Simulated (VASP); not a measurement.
# Hg3Pt (Pm-3m) in VASP: single point with BLYP

Aim: the single point of Hg3Pt with BLYP.

Everything below comes from runs of VASP 6.6.1. Logs are shortened: lines on timing, memory, paths and dates and some standing lists are left out, and cuts for length are marked.

**1. The cell of the first run**

Symmetry: Pm-3m, No. 221, cubic system. Conventional cell: a = 4.344 Å, b = 4.344 Å, c = 4.344 Å, α = 90.00°, β = 90.00°, γ = 90.00°. Hg (site symmetry 4/mmm) has 8 Hg at 3.07 Å and 4 Pt at 3.07 Å within 4.0 Å. Within 4.0 Å of Pt (site symmetry m-3m) lie 12 Hg at 3.07 Å.

**2. Single point, BLYP**

INCAR reads:

```
PREC = Accurate ; ENCUT = 570
EDIFF = 1E-6 ; ISMEAR = 1
SIGMA = 0.15 ; LREAL = F
LASPH = T ; NELM = 120
ALGO = Normal ; ISIF = 2
LWAVE = F ; LCHARG = T
GGA = B5 ; ALDAX = 1.0
AGGAX = 1.0 ; AGGAC = 1.0
ALDAC = 0.0 ; LELF = T
LVHAR = T ; NBANDS = 47
GGA_COMPAT = F
```

KPOINTS reads:

```
regular mesh
0
Gamma
  6 6 6
```

POSCAR reads:

```
Hg3Pt
1.0
    4.3442210000      0.0000000000      0.0000000000
    0.0000000000      4.3442210000      0.0000000000
    0.0000000000      0.0000000000      4.3442210000
Hg Pt
3 1
Direct
    0.0000000000      0.5000000000      0.5000000000
    0.5000000000      0.0000000000      0.5000000000
    0.5000000000      0.5000000000      0.0000000000
    0.0000000000      0.0000000000      0.0000000000
```

Potentials or basis: VASP PAW PBE potentials, release 64 (Hg_sv_GW, Pt_sv_GW).

Started as:

```sh
$ cat potpaw_PBE.64/Hg_sv_GW/POTCAR potpaw_PBE.64/Pt_sv_GW/POTCAR > POTCAR
$ mpirun -np 1 vasp_std > vasp.out
```

OUTCAR:

```text
PREC = Accurate
   ENCUT = 570
   EDIFF = 1E-6
   ISMEAR = 1
   LREAL = F
   LASPH = T
   NELM = 120
   ISIF = 2
   GGA = B5

 ion  position               nearest neighbor table
   1  0.000  0.500  0.500-   2 3.07   3 3.07   4 3.07   3 3.07   4 3.07   2 3.07   4 3.07   4 3.07
                             2 3.07   3 3.07   3 3.07   2 3.07
   2  0.500  0.000  0.500-   1 3.07   3 3.07   4 3.07   3 3.07   4 3.07   1 3.07   3 3.07   3 3.07
                             1 3.07   4 3.07   4 3.07   1 3.07
   3  0.500  0.500  0.000-   1 3.07   2 3.07   4 3.07   1 3.07   2 3.07   2 3.07   4 3.07   2 3.07
                             1 3.07   4 3.07   1 3.07   4 3.07
   4  0.000  0.000  0.000-   1 3.07   2 3.07   3 3.07   1 3.07   2 3.07   1 3.07   3 3.07   1 3.07
                             2 3.07   3 3.07   2 3.07   3 3.07

  LATTYP: Found a simple cubic cell.
 ALAT       =     4.3442210000

  Lattice vectors:

 A1 = (   4.3442210000,   0.0000000000,   0.0000000000)
 A2 = (   0.0000000000,   4.3442210000,   0.0000000000)
 A3 = (   0.0000000000,   0.0000000000,   4.3442210000)

Analysis of symmetry for initial positions (statically):
=====================================================================
 Subroutine PRICEL returns:
 Original cell was already a primitive cell.

 Routine SETGRP: Setting up the symmetry group for a
 simple cubic supercell.

 Subroutine GETGRP returns: Found 48 space group operations
 (whereof 48 operations were pure point group operations)
 out of a pool of 48 trial point group operations.

The static configuration has the point symmetry O_h .

Analysis of symmetry for dynamics (positions and initial velocities):
=====================================================================
 Subroutine PRICEL returns:
 Original cell was already a primitive cell.

 Routine SETGRP: Setting up the symmetry group for a
 simple cubic supercell.

 Subroutine GETGRP returns: Found 48 space group operations
 (whereof 48 operations were pure point group operations)
 out of a pool of 48 trial point group operations.

The dynamic configuration has the point symmetry O_h .

 Subroutine INISYM returns: Found 48 space group operations
 (whereof 48 operations are pure point group operations),
 and found     1 'primitive' translations

----------------------------------------------------------------------------------------

                                     Primitive cell

  volume of cell :      81.9853

  direct lattice vectors                    reciprocal lattice vectors
     4.344221000  0.000000000  0.000000000     0.230190867  0.000000000  0.000000000
     0.000000000  4.344221000  0.000000000     0.000000000  0.230190867  0.000000000
     0.000000000  0.000000000  4.344221000     0.000000000  0.000000000  0.230190867

  length of vectors
     4.344221000  4.344221000  4.344221000     0.230190867  0.230190867  0.230190867

  position of ions in fractional coordinates (direct lattice)
     0.000000000  0.500000000  0.500000000
     0.500000000  0.000000000  0.500000000
     0.500000000  0.500000000  0.000000000
     0.000000000  0.000000000  0.000000000

  ion indices of the primitive-cell ions
   primitive index   ion index
                 1           1
                 2           2
                 3           3
                 4           4

----------------------------------------------------------------------------------------

 KPOINTS: regular mesh

Automatic generation of k-mesh.
 Grid dimensions read from file:
 generate k-points for:    6    6    6

 Generating k-lattice:

  Cartesian coordinates                     Fractional coordinates (reciprocal lattice)
     0.038365145  0.000000000  0.000000000     0.166666667  0.000000000  0.000000000
     0.000000000  0.038365145  0.000000000     0.000000000  0.166666667  0.000000000
     0.000000000  0.000000000  0.038365145     0.000000000  0.000000000  0.166666667

  Length of vectors
     0.038365145  0.038365145  0.038365145

  Shift w.r.t. Gamma in fractional coordinates (k-lattice)
     0.000000000  0.000000000  0.000000000

 Subroutine IBZKPT returns following result:
 ===========================================

 Found     20 irreducible k-points:

 Following reciprocal coordinates:
            Coordinates               Weight
  0.000000  0.000000  0.000000      1.000000
  0.166667  0.000000  0.000000      6.000000
  0.333333  0.000000  0.000000      6.000000
  0.500000  0.000000  0.000000      3.000000
  0.166667  0.166667  0.000000     12.000000
  0.333333  0.166667  0.000000     24.000000
[... 12 lines left out ...]
  0.500000  0.500000  0.333333      6.000000
  0.500000  0.500000  0.500000      1.000000
   k-points           NKPTS =     20   k-points in BZ     NKDIM =     20   number of bands    NBANDS=     47
   number of dos      NEDOS =    301   number of ions     NIONS =      4
   total plane-waves  NPLWV =  46656
   dimension x,y,z NGX =    36 NGY =   36 NGZ =   36
   dimension x,y,z NGXF=    72 NGYF=   72 NGZF=   72
   ions per type =               3   1
   NGX,Y,Z   is equivalent  to a cutoff of  13.78, 13.78, 13.78 a.u.
   NGXF,Y,Z  is equivalent  to a cutoff of  27.55, 27.55, 27.55 a.u.
 SYSTEM =  unknown system
   PREC   = accura    normal or accurate (medium, high low for compatibility)
   ISTART =      0    job   : 0-new  1-cont  2-samecut
   ICHARG =      2    charge: 1-file 2-atom 10-const
   ISPIN  =      1    spin polarized calculation?
   LNONCOLLINEAR =      F non collinear calculations
   LSORBIT =      F    spin-orbit coupling
   LASPH  =      T    aspherical Exc in radial PAW
   ENCUT  =  570.0 eV  41.89 Ry    6.47 a.u.   8.46  8.46  8.46*2*pi/ulx,y,z
   NELM   =    120;   NELMIN=  2; NELMDL= -5     # of ELM steps
   EDIFF  = 0.1E-05   stopping-criterion for ELM
   LREAL  =      F    real-space projection
   EDIFFG = 0.1E-04   stopping-criterion for IOM
   NSW    =      0    number of steps for IOM
   IBRION =     -1    ionic relax: 0-MD 1-quasi-New 2-CG
   NFREE  =      0    steps in history (QN), initial steepest desc. (CG)
   ISIF   =      2    stress and relaxation
   ISYM   =      2    0-nonsym 1-usesym 2-fastsym
   POTIM  = 0.5000    time-step for ionic-motion
   TEBEG  =    0.0;   TEEND  =   0.0 temperature during run
   PSTRESS=    0.0 pullay stress
   NELECT =      78.0000    total number of electrons
   NUPDOWN=      -1.0000    fix difference up-down
   EMIN   =  10.00;   EMAX   =-10.00  energy-range for DOS
   EFERMI =   0.00;   METHOD = LEGACY
   ISMEAR =     1;   SIGMA  =   0.15  broadening in eV -4-tet -1-fermi 0-gaus
   EFERMI_NEDOS =   21; number of points for ismear=-14 and -15
   IALGO  =     38    algorithm
   IMIX   =      4    mixing-type and parameters
     AMIX     =   0.40;   BMIX     =  1.00
     AMIX_MAG =   1.60;   BMIX_MAG =  1.00
  volume/ion in A,a.u.               =      20.50       138.32
  Fermi-wavevector in a.u.,A,eV,Ry     =   1.610131  3.042706 35.273386  2.592521
  Thomas-Fermi vector in A             =   2.705730
   LORBIT       =      0    0 simple, 1 ext, 2 COOP (PROOUT), +10 PAW based schemes
   GGA     = B5    functional components
   LHFCALC =     F    Hartree Fock is set to
   AEXX    =    0.0000 exact exchange contribution
   IVDW    =     0    specifies the selected vdW correction
   LEPSILON=     F    determine dielectric tensor
   LRPA    =     F    only Hartree local field effects (RPA)
 non-spin polarized calculation
 Methfessel and Paxton  Order N= 1 SIGMA  =   0.15
  energy-cutoff  :      570.00
  volume of cell :       81.99
 maximum number of plane-waves:      2560
 NGX is ok and might be reduce to    36
   NGX = 17   NGY = 17   NGZ = 17

 number of electron      77.9999973 magnetization

 Free energy of the ion-electron system (eV)
  ---------------------------------------------------
  ext. energy  EPLUGINS =         0.00000000
  ---------------------------------------------------
  free energy    TOTEN  =        -2.95120029 eV

  energy without entropy =       -2.94941301  energy(sigma->0) =       -2.95060453

 E-fermi :   7.9681     XC(G=0): -11.5811

 val. band max:        7.9611667204   @ k =   0.0000   0.0000   0.0000
 cond. band min:       8.0550756797   @ k =   0.3333   0.1667   0.1667
 fundamental gap:      0.0939089593
 Fermi energy:         7.9681338588

 k-point     1 :       0.0000    0.0000    0.0000
  band No.  band energies     occupation
      1    -106.9036      2.00000
      2    -106.9010      2.00000
      3    -106.9010      2.00000
      4     -89.1367      2.00000
      5     -55.5717      2.00000
      6     -55.5717      2.00000
[... 39 lines left out ...]
     46      15.4905      0.00000
     47      16.1611      0.00000

 k-point     2 :       0.1667    0.0000    0.0000
  band No.  band energies     occupation
      1    -106.9035      2.00000
      2    -106.9011      2.00000
      3    -106.9010      2.00000
      4     -89.1367      2.00000
      5     -55.5705      2.00000
      6     -55.5705      2.00000
[... 39 lines left out ...]
     46      15.3585      0.00000
     47      15.5108      0.00000

 k-point     3 :       0.3333    0.0000    0.0000
  band No.  band energies     occupation
      1    -106.9031      2.00000
      2    -106.9015      2.00000
      3    -106.9010      2.00000
      4     -89.1367      2.00000
      5     -55.5681      2.00000
      6     -55.5681      2.00000
[... 39 lines left out ...]
     46      15.1725      0.00000
     47      16.4307      0.00000

 k-point     4 :       0.5000    0.0000    0.0000
  band No.  band energies     occupation
      1    -106.9027      2.00000
      2    -106.9018      2.00000
      3    -106.9010      2.00000
      4     -89.1370      2.00000
      5     -55.5669      2.00000
      6     -55.5669      2.00000
[... 739 lines left out ...]
     46      19.5521      0.00000
     47      19.6608      0.00000

 k-point    19 :       0.5000    0.5000    0.3333
  band No.  band energies     occupation
      1    -106.9018      2.00000
      2    -106.9018      2.00000
      3    -106.9018      2.00000
      4     -89.1366      2.00000
      5     -55.5969      2.00000
      6     -55.5458      2.00000
[... 39 lines left out ...]
     46      20.1470      0.00000
     47      20.1484      0.00000

 k-point    20 :       0.5000    0.5000    0.5000
  band No.  band energies     occupation
      1    -106.9018      2.00000
      2    -106.9018      2.00000
      3    -106.9018      2.00000
      4     -89.1366      2.00000
      5     -55.6004      2.00000
      6     -55.5425      2.00000
[... 39 lines left out ...]
     46      21.0202      0.00000
     47      21.0217      0.00000

------------------------ aborting loop because EDIFF is reached ----------------------------------------

  FORCE on cell =-STRESS in cart. coord.  units (eV):
  Direction    XX          YY          ZZ          XY          YZ          ZX
  --------------------------------------------------------------------------------------
  -------------------------------------------------------------------------------------
  Total        3.5628330      3.5628330      3.5628330      0.0000000      0.0000000      0.0000000
  in kB       69.6258188     69.6258188     69.6258188      0.0000000      0.0000000      0.0000000
  external PRESSURE =      69.6258188 kB  Pullay stress =       0.0000000 kB

 VOLUME and BASIS-vectors are now :
 -----------------------------------------------------------------------------
  energy-cutoff  :      570.00
  volume of cell :       81.99
      direct lattice vectors                 reciprocal lattice vectors
     4.344221000  0.000000000  0.000000000     0.230190867  0.000000000  0.000000000
     0.000000000  4.344221000  0.000000000     0.000000000  0.230190867  0.000000000
     0.000000000  0.000000000  4.344221000     0.000000000  0.000000000  0.230190867

 POSITION                                       TOTAL-FORCE (eV/Angst)
 -----------------------------------------------------------------------------------
      0.00000      2.17211      2.17211         0.000000      0.000000      0.000000
      2.17211      0.00000      2.17211         0.000000      0.000000      0.000000
      2.17211      2.17211      0.00000         0.000000      0.000000      0.000000
      0.00000      0.00000      0.00000         0.000000      0.000000      0.000000
 -----------------------------------------------------------------------------------
    total drift:                                0.000000      0.000000      0.000000

  FREE ENERGIE OF THE ION-ELECTRON SYSTEM (eV)
  ---------------------------------------------------
  free  energy   TOTEN  =        -2.9512002901 eV

  energy  without entropy=       -2.9494130079  energy(sigma->0) =       -2.95060453
```

Run time: 81 s. Hardware: 1 thread of Intel Xeon 6975P-C (Granite Rapids), shared host; peak memory 0.25 GiB.

Results:

* Free energy: -2.9512 eV
* Pressure: 7.0 GPa
* Band gap on the k mesh: zero (bands 39 and 40 overlap by 2.38 eV)

Levels at points of the mesh, in eV from the Fermi level:
```tsv
k point	band 35	band 36	band 37	band 38	band 39	band 40	band 41	band 42	band 43	band 44
(0.00, 0.00, 0.00)	-1.57	-1.57	-1.57	-0.01	-0.01	-0.01	1.92	1.92	3.16	7.52
(0.50, 0.00, 0.00)	-2.63	-2.41	-2.00	-1.62	0.78	2.52	3.95	3.95	4.12	4.12
(0.50, 0.50, 0.00)	-3.71	-2.43	-2.43	-1.98	-1.13	-0.64	4.99	5.58	5.58	6.29
(0.50, 0.50, 0.50)	-2.14	-1.66	-1.66	-1.34	-1.34	-1.34	0.40	0.40	0.40	0.92
```

Caveat: the cell stands under pressure; the PAW data sets were made with another functional, which shifts forces and pressure a little; spin-orbit coupling is left out, which moves the levels of the heavy elements.

The gap in the log of VASP goes by the Fermi energy; the results here count the filled bands.